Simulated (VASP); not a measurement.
B3As:

```xyz
4
Lattice="4.1412 0.0000 0.0000 0.0000 4.1412 0.0000 0.0000 0.0000 4.1412" Properties=species:S:1:pos:R:3 pbc="T T T"
B     2.0706    0.0000    0.0000
B     0.0000    2.0706    0.0000
B     0.0000    0.0000    2.0706
As    0.0000    0.0000    0.0000
```

| Quantity | Value |
| --- | --- |
| Program | VASP 6.6.1 |
| Task | relaxation of cell and atoms |
| Functional | PBE |
| Potentials or basis | VASP PAW PBE potentials, release 64 (B, As) |
| Cutoff | 600 eV |
| k mesh | 12 × 12 × 12 |
| Occupations | gaussian, width 0.1 eV |
| Spin | no spin polarisation |

At the start: pressure 1.7 GPa; volume 17.75 Å³/atom.

Q: How do energy, volume and symmetry change on relaxing?

A: Over 3 steps the energy falls by 2.2 meV/atom and the volume is 18.20 Å³/atom (+2.5 %); space group Pm-3m (No. 221, to 0.05 Å).

Step by step:
```tsv
step	energy change (eV)	largest force (eV/Å)	pressure (GPa)	volume (Å³)
1	0.0000	0.0000	1.65	71.02
2	-0.0088	0.0000	-0.11	72.92
3	-0.0089	0.0000	0.00	72.79
```

Final structure:
```
B As
1.0
     4.17526    0.00000    0.00000
     0.00000    4.17526    0.00000
     0.00000    0.00000    4.17526
B As
3 1
Direct
  0.50000 0.00000 0.00000
  0.00000 0.50000 0.00000
  0.00000 0.00000 0.50000
  0.00000 0.00000 0.00000
```
